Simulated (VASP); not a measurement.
# GaSb (I-4m2) in VASP: a series of runs, part 2 of 2

VASP 6.6.1. The steps go on from the part before.

## Step 4: Single point, PBE (strain -0.050 along x and y, -0.025 along z)

INCAR

```
SYSTEM = GaSb
PREC = Accurate ; ENCUT = 520
EDIFF = 1E-7 ; ISMEAR = 0
SIGMA = 0.15 ; LREAL = .FALSE.
LASPH = .TRUE. ; NELM = 100
ALGO = Normal ; ISIF = 2
LWAVE = .FALSE. ; LCHARG = .FALSE.
GGA = PE ; NBANDS = 16
```

KPOINTS

```
regular mesh
0
G
  16 16 16
  0 0 0
```

POSCAR

```
GaSb
1.0
    0.0000000000      2.9515746001      3.0292476159
    2.9515746001      0.0000000000      3.0292476159
    2.9515746001      2.9515746001      0.0000000000
Ga Sb
1 1
Direct
    0.0000000000      0.0000000000      0.0000000000
    0.7500000000      0.7500000000      0.7500000000
```

Potentials or basis: VASP PAW PBE potentials, release 64 (Ga_d, Sb).

Launch:

```
$ cat potpaw_PBE.64/Ga_d/POTCAR potpaw_PBE.64/Sb/POTCAR > POTCAR
$ mpirun -np 1 vasp_std > vasp.out
```

OUTCAR:

```text
SYSTEM = GaSb
   PREC = Accurate
   ENCUT = 520
   EDIFF = 1E-7
   ISMEAR = 0
   LREAL = .FALSE.
   LASPH = .TRUE.
   NELM = 100
   ISIF = 2
   GGA = PE

 ion  position               nearest neighbor table
   1  0.000  0.000  0.000-   2 2.58   2 2.58   2 2.58   2 2.58
   2  0.750  0.750  0.750-   1 2.58   1 2.58   1 2.58   1 2.58

  LATTYP: Found a body centered tetragonal cell.
 ALAT       =     4.1741568298
 C/A-ratio  =     1.4514297088

  Lattice vectors:

 A1 = (  -2.9515746001,   0.0000000000,   3.0292476159)
 A2 = (   2.9515746001,   0.0000000000,   3.0292476159)
 A3 = (   0.0000000000,   2.9515746001,  -3.0292476159)

Analysis of symmetry for initial positions (statically):
=====================================================================
 Subroutine PRICEL returns:
 Original cell was already a primitive cell.

 Routine SETGRP: Setting up the symmetry group for a
 body centered tetragonal supercell.

 Subroutine GETGRP returns: Found  8 space group operations
 (whereof  8 operations were pure point group operations)
 out of a pool of 16 trial point group operations.

The static configuration has the point symmetry D_2d.

Analysis of symmetry for dynamics (positions and initial velocities):
=====================================================================
 Subroutine PRICEL returns:
 Original cell was already a primitive cell.

 Routine SETGRP: Setting up the symmetry group for a
 body centered tetragonal supercell.

 Subroutine GETGRP returns: Found  8 space group operations
 (whereof  8 operations were pure point group operations)
 out of a pool of 16 trial point group operations.

The dynamic configuration has the point symmetry D_2d.

 Subroutine INISYM returns: Found  8 space group operations
 (whereof  8 operations are pure point group operations),
 and found     1 'primitive' translations

----------------------------------------------------------------------------------------

                                     Primitive cell

  volume of cell :      52.7804

[... 109 lines left out ...]
  volume/ion in A,a.u.               =      26.39       178.09
  Fermi-wavevector in a.u.,A,eV,Ry     =   1.143778  2.161426 17.799510  1.308227
  Thomas-Fermi vector in A             =   2.280472
   LORBIT       =      0    0 simple, 1 ext, 2 COOP (PROOUT), +10 PAW based schemes
   GGA     = PE    functional components
   LHFCALC =     F    Hartree Fock is set to
   AEXX    =    0.0000 exact exchange contribution
   IVDW    =     0    specifies the selected vdW correction
   LEPSILON=     F    determine dielectric tensor
   LRPA    =     F    only Hartree local field effects (RPA)
 non-spin polarized calculation
 Gauss-broadening in eV      SIGMA  =   0.15
  energy-cutoff  :      520.00
  volume of cell :       52.78
 maximum number of plane-waves:      1434
   NGX = 15   NGY = 15   NGZ = 15

 number of electron      18.0000012 magnetization

 Free energy of the ion-electron system (eV)
  ---------------------------------------------------
  ext. energy  EPLUGINS =         0.00000000
  ---------------------------------------------------
  free energy    TOTEN  =        -7.21223262 eV

  energy without entropy =       -7.21221978  energy(sigma->0) =       -7.21222620

 E-fermi :   6.0362     XC(G=0):  -9.4508

 val. band max:        5.7959311576   @ k =   0.0000   0.0000   0.0000
 cond. band min:       6.3086360313   @ k =   0.5000   0.0000   0.0000
 fundamental gap:      0.5127048737
 Fermi energy:         6.0362039200

 k-point     1 :       0.0000    0.0000    0.0000
  band No.  band energies     occupation
      1      -9.4779      2.00000
      2      -9.4747      2.00000
      3      -9.4747      2.00000
      4      -9.4132      2.00000
      5      -9.4114      2.00000
      6      -6.3322      2.00000
[... 433 lines left out ...]
      3      -9.4734      2.00000
      4      -9.4138      2.00000
      5      -9.4113      2.00000
      6      -6.2121      2.00000
[... 8 lines left out ...]
     15      13.6528      0.00000
     16      13.9287      0.00000

 [... further k-points ...]

------------------------ aborting loop because EDIFF is reached ----------------------------------------

  FORCE on cell =-STRESS in cart. coord.  units (eV):
  Direction    XX          YY          ZZ          XY          YZ          ZX
  --------------------------------------------------------------------------------------
  -------------------------------------------------------------------------------------
  Total        2.7209245      2.7209245      2.3304748      0.0000000     -0.0000000      0.0000000
  in kB       82.5951933     82.5951933     70.7428722      0.0000000     -0.0000000      0.0000000
  external PRESSURE =      78.6444196 kB  Pullay stress =       0.0000000 kB

 VOLUME and BASIS-vectors are now :
 -----------------------------------------------------------------------------
  energy-cutoff  :      520.00
  volume of cell :       52.78
      direct lattice vectors                 reciprocal lattice vectors
     0.000000000  2.951574600  3.029247616    -0.169401105  0.169401105  0.165057487
     2.951574600  0.000000000  3.029247616     0.169401105 -0.169401105  0.165057487
     2.951574600  2.951574600  0.000000000     0.169401105  0.169401105 -0.165057487

 POSITION                                       TOTAL-FORCE (eV/Angst)
 -----------------------------------------------------------------------------------
      0.00000      0.00000      0.00000        -0.000000     -0.000000      0.000000
      4.42736      4.42736      4.54387         0.000000      0.000000     -0.000000
 -----------------------------------------------------------------------------------
    total drift:                               -0.000002     -0.000002     -0.000003

  FREE ENERGIE OF THE ION-ELECTRON SYSTEM (eV)
  ---------------------------------------------------
  free  energy   TOTEN  =        -7.2122326227 eV

  energy  without entropy=       -7.2122197782  energy(sigma->0) =       -7.21222620
```

OSZICAR:

```text
N       E                     dE             d eps       ncg     rms          rms(c)
DAV:   1     0.837974206802E+02    0.83797E+02   -0.86527E+03 11336   0.143E+03
DAV:   2    -0.867952342835E+00   -0.84665E+02   -0.81489E+02 13256   0.303E+02
DAV:   3    -0.716734425846E+01   -0.62994E+01   -0.62852E+01 13272   0.650E+01
DAV:   4    -0.727728692888E+01   -0.10994E+00   -0.10993E+00 14264   0.964E+00
DAV:   5    -0.727974713657E+01   -0.24602E-02   -0.24602E-02 14200   0.127E+00    0.352E+00
DAV:   6    -0.722817741593E+01    0.51570E-01   -0.63183E-02 17024   0.410E+00    0.214E+00
DAV:   7    -0.721078603429E+01    0.17391E-01   -0.45399E-02 13000   0.175E+00    0.353E-01
DAV:   8    -0.721174514915E+01   -0.95911E-03   -0.45024E-03 14696   0.792E-01    0.108E-01
DAV:   9    -0.721221314354E+01   -0.46799E-03   -0.74672E-04 13216   0.199E-01    0.417E-02
DAV:  10    -0.721220917873E+01    0.39648E-05   -0.25783E-05 14656   0.355E-02    0.147E-02
DAV:  11    -0.721223239529E+01   -0.23217E-04   -0.33982E-05 13272   0.366E-02    0.638E-03
DAV:  12    -0.721223254505E+01   -0.14976E-06   -0.98216E-07 14720   0.872E-03    0.165E-03
DAV:  13    -0.721223262274E+01   -0.77691E-07   -0.12396E-07 12640   0.216E-03
   1 F= -.72122326E+01 E0= -.72122262E+01  d E =-.128445E-04
```

Run time: 2.5 min. Hardware: 1 thread of Intel Xeon Platinum 8488C (Sapphire Rapids), shared host; peak memory 0.42 GiB.

Results:

```yaml
Free_energy: -7.2122 eV
Pressure: 7.9 GPa
Band_gap_on_the_k_mesh: 0.51 eV (least direct gap 0.57 eV)
```

Caveat: the cell differs from its parent crystal (strain -0.050 along x and y, -0.025 along z); the cell stands under pressure; semilocal functionals underestimate gaps, and a narrow one can read as zero; spin-orbit coupling is left out, which moves the levels of the heavy elements. A k mesh can miss the band edges.

## Step 5: Single point, PBE (strain -0.050 along x and y, +0.000 along z)

INCAR

```
  PREC = Accurate
  ENCUT = 520
  EDIFF = 1E-6
  ISMEAR = 0
  SIGMA = 0.15
  LREAL = F
  LASPH = T
  NELM = 60
  ALGO = Normal
  ISIF = 2
  LWAVE = F
  LCHARG = F
  GGA = PE
  NBANDS = 16
```

KPOINTS

```
Automatic mesh
0
Gamma
  16 16 16
```

POSCAR

```
GaSb
1.0
    0.0000000000      2.9515746001      3.1069206317
    2.9515746001      0.0000000000      3.1069206317
    2.9515746001      2.9515746001      0.0000000000
Ga Sb
1 1
Direct
    0.0000000000      0.0000000000      0.0000000000
    0.7500000000      0.7500000000      0.7500000000
```

Launch:

```
$ cat potpaw_PBE.64/Ga_d/POTCAR potpaw_PBE.64/Sb/POTCAR > POTCAR
$ mpirun -np 1 vasp_std > vasp.out
```

It took 2.4 min on 1 thread of Intel Xeon Platinum 8488C (Sapphire Rapids), shared host; peak memory 0.43 GiB.

Results (log left out):

| Quantity | Value |
| --- | --- |
| Free energy | -7.2601 eV |
| Pressure | 5.9 GPa |
| Band gap on the k mesh | 0.31 eV |

Stress tensor (GPa, compression positive):
```
6.74 0.00 0.00
0.00 6.74 0.00
0.00 0.00 4.28
```

Levels at points of the mesh, in eV from the valence-band top:
```
           k point  band 6  band 7  band 8  band 9  band 10  band 11  band 12  band 13
(0.00, 0.00, 0.00)  -11.99   -0.34    0.00    0.00     0.31     2.61     2.61     2.76
(0.50, 0.00, 0.00)  -10.21   -6.76   -1.57   -1.14     0.37     3.53     3.79     6.34
(0.50, 0.50, 0.00)   -9.44   -7.35   -2.66   -2.66     1.00     1.27     8.91     8.91
(0.50, 0.00, 0.50)   -9.23   -7.10   -3.01   -2.96     0.59     0.92     8.78     8.80
```

Caveat: the cell differs from its parent crystal (strain -0.050 along x and y, +0.000 along z); the cell stands under pressure; semilocal functionals underestimate gaps, and a narrow one can read as zero; spin-orbit coupling is left out, which moves the levels of the heavy elements. A k mesh can miss the band edges.

## Step 6: Summary

```tsv
cell	gap on the mesh (eV)	pressure (GPa)
a = 4.449, b = 4.449, c = 4.394 Å, angles 60.4, 60.4, 59.2°, 2 atoms	none	-1.0
a = 4.505, b = 4.505, c = 4.394 Å, angles 60.8, 60.8, 58.4°, 2 atoms	none	-1.9
a = 4.229, b = 4.229, c = 4.174 Å, angles 60.4, 60.4, 59.1°, 2 atoms	0.51	7.9
a = 4.285, b = 4.285, c = 4.174 Å, angles 60.9, 60.9, 58.3°, 2 atoms	0.31	5.9
```

Alike in all rows: task single point; level PBE; potentials or basis VASP PAW PBE potentials, release 64 (Ga_d, Sb); no spin polarisation; k mesh 16 × 16 × 16; cutoff (eV) 520; smearing gaussian 0.15 eV.

Caveats: semilocal functionals underestimate gaps, and a narrow one can read as zero; spin-orbit coupling is left out, which moves the levels of the heavy elements; the cell stands under pressure (at least some runs).

Absolute energies hang on the potentials; compare differences alone.

The gap in the log of VASP goes by the Fermi energy; the results here count the filled bands.